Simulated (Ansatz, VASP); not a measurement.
Mo in VASP and in Ansatz

INCAR

```
  PREC = Accurate
  ENCUT = 520
  EDIFF = 1E-6
  ISMEAR = 1
  SIGMA = 0.1
  LREAL = F
  LASPH = T
  NELM = 60
  ALGO = Normal
  ISIF = 2
  LWAVE = F
  LCHARG = F
  LDIPOL = T
  IDIPOL = 3
  DIPOL = 0.5 0.5 0.500
  GGA = PS
  NBANDS = 58
```

KPOINTS

```
Automatic mesh
0
Gamma
  15 15 1
```

POSCAR

```
Mo
1.0
    3.1294554230      0.0000000000      0.0000000000
    1.5647277120      2.2128591510      0.0000000000
    0.0000000000      0.0000000000     29.2771549080
Mo
7
Direct
    0.0000000000      0.0000000000      0.2732505951
    0.5000000000      1.0000000000      0.3488337300
    0.0000000000      0.0000000000      0.4244168650
    0.5000000000      1.0000000000      0.5000000000
    0.0000000000      0.0000000000      0.5755831350
    0.5000000000      1.0000000000      0.6511662700
    0.0000000000      0.0000000000      0.7267494049
```

Input for Ansatz:

```yaml
crystal:
  lattice:
    - [3.129455423, 0.0, 0.0]
    - [1.564727712, 2.212859151, 0.0]
    - [0.0, 0.0, 29.277154908]
  atoms:
    - { symbol: Mo, position: [0.0, 0.0, 0.2732505951] }
    - { symbol: Mo, position: [0.5, 1.0, 0.34883373] }
    - { symbol: Mo, position: [0.0, 0.0, 0.424416865] }
    - { symbol: Mo, position: [0.5, 1.0, 0.5] }
    - { symbol: Mo, position: [0.0, 0.0, 0.575583135] }
    - { symbol: Mo, position: [0.5, 1.0, 0.65116627] }
    - { symbol: Mo, position: [0.0, 0.0, 0.7267494049] }
kpoints:
  mp_grid: { grid: [15, 15, 1] }
scf:
  occupations: { method: cold, width: 0.1 }
hamiltonian:
  xc: pbesol
  pseudopotentials: { kind: paw }
output:
  forces: true
  stress: false
  populations: false
efield:
  axis: 3
  dipole_correction: true
```

Alike in both runs: task single point; functional PBEsol; k mesh 15 × 15 × 1; no spin polarisation.

```csv
,VASP,Ansatz
version,VASP 6.6.1,Ansatz 0.2.0
potentials or method,"VASP PAW PBE potentials, release 64 (Mo_sv)","plane-wave PAW, scalar-relativistic"
plane-wave cutoff (eV),520,420
occupations,"methfessel-paxton of order 1, width 0.1 eV","cold, width 0.1 eV"
valence electrons in the cell,98,98
```

|  | VASP | Ansatz | Ansatz less VASP |
| --- | --- | --- | --- |
| rms of the force components (eV/Å) | 0.288 | 0.292 | +0.0033 |

VASP's potentials were made for PBE, not for PBEsol. Atom by atom the forces differ by 0.006 eV/Å (rms over components).
